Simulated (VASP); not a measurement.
# CdSe: single point with r2SCAN50

Crystal: CdSe.

```
CELL_PARAMETERS angstrom
0.00000 3.11067 3.11067
3.11067 0.00000 3.11067
3.11067 3.11067 0.00000
ATOMIC_POSITIONS crystal
Cd 0.00000 0.00000 0.00000
Se 0.25000 0.25000 0.25000
```

* Program: VASP 6.6.1
* Task: single point
* Functional: r2SCAN50
* Potentials or basis: VASP PAW PBE potentials, release 64 (Cd, Se)
* Cutoff: 520 eV
* k mesh: 4 × 4 × 4
* Occupations: fermi-dirac, width 0.05 eV
* Spin: no spin polarisation

| Quantity | Value |
| --- | --- |
| Pressure | -3.2 GPa |
| Band gap on the k mesh | 3.85 eV |

Levels at points of the mesh, in eV from the valence-band top:
```tsv
k point	band 7	band 8	band 9	band 10	band 11	band 12
(0.00, 0.00, 0.00)	0.00	0.00	0.00	3.85	9.66	9.66
(0.50, 0.00, 0.00)	-4.60	-0.76	-0.76	5.84	10.08	10.08
(0.50, 0.50, 0.00)	-4.31	-1.89	-1.89	6.35	7.24	12.78
```

Wall time 7.6 min on 1 thread of Intel(R) Xeon(R) 6975P-C (Granite Rapids) (shared host), peak memory 0.23 GiB.

Caveat: the k points lie up to 0.44 Å⁻¹ apart; the PAW data sets were made with another functional, which shifts forces and pressure a little.
